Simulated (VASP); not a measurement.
# CsLa5 (P6/mmm) in VASP: single point with PBE

Aim: the single point of CsLa5 with PBE.

All numbers are computed with VASP 6.6.1; they aren't measurements. Logs are shortened: lines on timing, memory, paths and dates and some standing lists are left out, and cuts for length are marked.

**1. The cell of the first run**

The structure is hexagonal, space group P6/mmm (No. 191). The conventional cell has a = 7.236 Å, b = 7.236 Å, c = 5.998 Å, α = 90.00°, β = 90.00°, γ = 120.00°. Within 5.5 Å of Cs (site symmetry 6/mmm) lie 18 La at 4.18 to 4.70 Å. La (site symmetry -6m2) has 9 La at 3.65 to 4.18 Å and 3 Cs at 4.18 Å within 4.8 Å. La (site symmetry mmm) has 8 La at 3.62 to 3.65 Å and 4 Cs at 4.70 Å within 4.8 Å.

The cell was built from a structure type or drawn by symmetry, and may not be a known phase.

**2. Single point, PBE**

INCAR reads:

```
ALGO     = Fast           # electronic algorithm
EDIFF    = 1E-6           # SCF threshold, eV
ENCUT    = 520            # plane-wave cutoff, eV
GGA      = PE             # functional
ISIF     = 2              # what is computed and relaxed
ISMEAR   = 0              # smearing method
LASPH    = T              # aspherical terms in the spheres
LCHARG   = F              # write CHGCAR
LREAL    = F              # projectors in reciprocal space
LWAVE    = F              # write WAVECAR
NBANDS   = 41             # bands
NELM     = 100            # most SCF steps
PREC     = Accurate       # precision mode
SIGMA    = 0.1            # smearing width, eV
```

KPOINTS reads:

```
k-points
0
Gamma
  6 6 6
```

POSCAR reads:

```
CsLa5
1.0
    7.2361716451      0.0000000000      0.0000000000
   -3.6180858225      6.2667084708      0.0000000000
    0.0000000000      0.0000000000      5.9982605087
Cs La
1 5
Direct
    0.0000000000      0.0000000000      0.0000000000
    0.3333333333      0.6666666667      0.0000000000
    0.6666666667      0.3333333333      0.0000000000
    0.5000000000      0.0000000000      0.5000000000
    0.5000000000      0.5000000000      0.5000000000
    0.0000000000      0.5000000000      0.5000000000
```

Potentials or basis: VASP PAW PBE potentials, release 64 (Cs_sv, La).

Run with:

```console
$ cat potpaw_PBE.64/Cs_sv/POTCAR potpaw_PBE.64/La/POTCAR > POTCAR
$ mpirun -np 1 vasp_std > vasp.out
```

OUTCAR:

```text
EDIFF = 1E-6
   ENCUT = 520
   GGA = PE
   ISIF = 2
   ISMEAR = 0
   LASPH = T
   LREAL = F
   NELM = 100
   PREC = Accurate

 ion  position               nearest neighbor table
   1  0.000  0.000  0.000-
   2  0.333  0.667  0.000-   4 3.65   4 3.65   6 3.65   6 3.65   5 3.65   5 3.65
   3  0.667  0.333  0.000-   4 3.65   4 3.65   6 3.65   6 3.65   5 3.65   5 3.65
   4  0.500  0.000  0.500-   5 3.62   5 3.62   6 3.62   6 3.62   2 3.65   3 3.65   2 3.65   3 3.65

   5  0.500  0.500  0.500-   4 3.62   4 3.62   6 3.62   6 3.62   2 3.65   3 3.65   2 3.65   3 3.65

   6  0.000  0.500  0.500-   5 3.62   5 3.62   4 3.62   4 3.62   2 3.65   3 3.65   2 3.65   3 3.65

  LATTYP: Found a hexagonal cell.
 ALAT       =     7.2361716451
 C/A-ratio  =     0.8289273393

  Lattice vectors:

 A1 = (   7.2361716451,   0.0000000000,   0.0000000000)
 A2 = (  -3.6180858225,   6.2667084708,   0.0000000000)
 A3 = (   0.0000000000,   0.0000000000,   5.9982605087)

Analysis of symmetry for initial positions (statically):
=====================================================================
 Subroutine PRICEL returns:
 Original cell was already a primitive cell.

 Routine SETGRP: Setting up the symmetry group for a
 hexagonal supercell.

 Subroutine GETGRP returns: Found 24 space group operations
 (whereof 24 operations were pure point group operations)
 out of a pool of 24 trial point group operations.

The static configuration has the point symmetry D_6h.

Analysis of symmetry for dynamics (positions and initial velocities):
=====================================================================
 Subroutine PRICEL returns:
 Original cell was already a primitive cell.

 Routine SETGRP: Setting up the symmetry group for a
 hexagonal supercell.

 Subroutine GETGRP returns: Found 24 space group operations
 (whereof 24 operations were pure point group operations)
 out of a pool of 24 trial point group operations.

The dynamic configuration has the point symmetry D_6h.

 Subroutine INISYM returns: Found 24 space group operations
 (whereof 24 operations are pure point group operations),
 and found     1 'primitive' translations

----------------------------------------------------------------------------------------

                                     Primitive cell

  volume of cell :     272.0030
[... 98 lines left out ...]
   LREAL  =      F    real-space projection
   EDIFFG = 0.1E-04   stopping-criterion for IOM
   NSW    =      0    number of steps for IOM
   IBRION =     -1    ionic relax: 0-MD 1-quasi-New 2-CG
   NFREE  =      0    steps in history (QN), initial steepest desc. (CG)
   ISIF   =      2    stress and relaxation
   ISYM   =      2    0-nonsym 1-usesym 2-fastsym
   POTIM  = 0.5000    time-step for ionic-motion
   TEBEG  =    0.0;   TEEND  =   0.0 temperature during run
   PSTRESS=    0.0 pullay stress
   NELECT =      64.0000    total number of electrons
   NUPDOWN=      -1.0000    fix difference up-down
   EMIN   =  10.00;   EMAX   =-10.00  energy-range for DOS
   EFERMI =   0.00;   METHOD = LEGACY
   ISMEAR =     0;   SIGMA  =   0.10  broadening in eV -4-tet -1-fermi 0-gaus
   EFERMI_NEDOS =   21; number of points for ismear=-14 and -15
   IALGO  =     68    algorithm
   IMIX   =      4    mixing-type and parameters
     AMIX     =   0.40;   BMIX     =  1.00
     AMIX_MAG =   1.60;   BMIX_MAG =  1.00
  volume/ion in A,a.u.               =      45.33       305.93
  Fermi-wavevector in a.u.,A,eV,Ry     =   1.010672  1.909893 13.897780  1.021458
  Thomas-Fermi vector in A             =   2.143675
   LORBIT       =      0    0 simple, 1 ext, 2 COOP (PROOUT), +10 PAW based schemes
   GGA     = PE    functional components
   LHFCALC =     F    Hartree Fock is set to
   AEXX    =    0.0000 exact exchange contribution
   IVDW    =     0    specifies the selected vdW correction
   LEPSILON=     F    determine dielectric tensor
   LRPA    =     F    only Hartree local field effects (RPA)
 non-spin polarized calculation
 RMM-DIIS sequential band-by-band and
 Gauss-broadening in eV      SIGMA  =   0.10
  energy-cutoff  :      520.00
  volume of cell :      272.00
 maximum number of plane-waves:      7360
 NGX is ok and might be reduce to    54
   NGX = 27   NGY = 27   NGZ = 23

 number of electron      64.0000005 magnetization

 Free energy of the ion-electron system (eV)
  ---------------------------------------------------
  ext. energy  EPLUGINS =         0.00000000
  ---------------------------------------------------
  free energy    TOTEN  =       -22.57885048 eV

  energy without entropy =      -22.52218252  energy(sigma->0) =      -22.55051650

 E-fermi :   5.4569     XC(G=0):  -8.5983

 val. band max:        5.4507652192   @ k =   0.3333   0.0000   0.3333
 cond. band min:       5.4598704951   @ k =   0.1667   0.0000   0.1667
 fundamental gap:      0.0091052758
 Fermi energy:         5.4568594473

 k-point     1 :       0.0000    0.0000    0.0000
  band No.  band energies     occupation
      1     -27.5715      2.00000
      2     -27.4351      2.00000
      3     -27.3641      2.00000
      4     -27.3332      2.00000
      5     -27.3332      2.00000
      6     -16.6464      2.00000
[... 1045 lines left out ...]
     40       6.4474      0.00000
     41       7.0745      0.00000

 [... further k-points ...]

------------------------ aborting loop because EDIFF is reached ----------------------------------------

  FORCE on cell =-STRESS in cart. coord.  units (eV):
  Direction    XX          YY          ZZ          XY          YZ          ZX
  --------------------------------------------------------------------------------------
  -------------------------------------------------------------------------------------
  Total       -0.0131154     -0.0131154      0.0660365     -0.0000000     -0.0000000      0.0000000
  in kB       -0.0772535     -0.0772535      0.3889741     -0.0000000     -0.0000000      0.0000000
  external PRESSURE =       0.0781557 kB  Pullay stress =       0.0000000 kB

 VOLUME and BASIS-vectors are now :
 -----------------------------------------------------------------------------
  energy-cutoff  :      520.00
  volume of cell :      272.00
      direct lattice vectors                 reciprocal lattice vectors
     7.236171645  0.000000000  0.000000000     0.138194621  0.079786702  0.000000000
    -3.618085822  6.266708471  0.000000000     0.000000000  0.159573404  0.000000000
     0.000000000  0.000000000  5.998260509     0.000000000  0.000000000  0.166715000

 POSITION                                       TOTAL-FORCE (eV/Angst)
 -----------------------------------------------------------------------------------
      0.00000      0.00000      0.00000        -0.000000      0.000000      0.000000
     -0.00000      4.17781      0.00000         0.000000     -0.000000      0.000000
      3.61809      2.08890      0.00000         0.000000      0.000000      0.000000
      3.61809      0.00000      2.99913        -0.000000      0.000000      0.000000
      1.80904      3.13335      2.99913        -0.000000      0.000000      0.000000
     -1.80904      3.13335      2.99913        -0.000000      0.000000      0.000000
 -----------------------------------------------------------------------------------
    total drift:                                0.000000      0.000000      0.000000

  FREE ENERGIE OF THE ION-ELECTRON SYSTEM (eV)
  ---------------------------------------------------
  free  energy   TOTEN  =       -22.5788504791 eV

  energy  without entropy=      -22.5221825164  energy(sigma->0) =      -22.55051650
```

stdout:

```text
POSCAR found type information on POSCAR CsLa
 POSCAR found :  2 types and       6 ions
 scaLAPACK will be used
 LDA part: xc-table for (Slater+PW92), standard interpolation
 POSCAR, INCAR and KPOINTS ok, starting setup
 FFT: planning ... GRIDC
 FFT: planning ... GRID_SOFT
 FFT: planning ... GRID
 WAVECAR not read
 entering main loop
WARNING in EDDRMM: call to ZHEGV failed, returncode =   6  3     28
WARNING in EDDRMM: call to ZHEGV failed, returncode =   8  4     29
WARNING in EDDRMM: call to ZHEGV failed, returncode =   6  3     35
WARNING in EDDRMM: call to ZHEGV failed, returncode =   8  4     39
WARNING in EDDRMM: call to ZHEGV failed, returncode =   6  3     27
WARNING in EDDRMM: call to ZHEGV failed, returncode =   6  3     28
WARNING in EDDRMM: call to ZHEGV failed, returncode =   8  4      4
WARNING in EDDRMM: call to ZHEGV failed, returncode =   8  4      5
WARNING in EDDRMM: call to ZHEGV failed, returncode =   8  4      5
WARNING in EDDRMM: call to ZHEGV failed, returncode =   8  4      4
WARNING in EDDRMM: call to ZHEGV failed, returncode =   8  4      1
WARNING in EDDRMM: call to ZHEGV failed, returncode =   8  4      2
WARNING in EDDRMM: call to ZHEGV failed, returncode =   8  4      5
WARNING in EDDRMM: call to ZHEGV failed, returncode =   8  4      5
WARNING in EDDRMM: call to ZHEGV failed, returncode =   6  3     34
```

It took 33 min on 1 thread of Intel Xeon Platinum 8559C (Emerald Rapids), shared host; peak memory 0.54 GiB.

Results:

```
Free energy            : -22.5789 eV
Pressure               : 0.0 GPa
Band gap on the k mesh : zero (bands 32 and 33 overlap by 0.25 eV)
```

Caveat: spin-orbit coupling is left out, which moves the levels of the heavy elements.
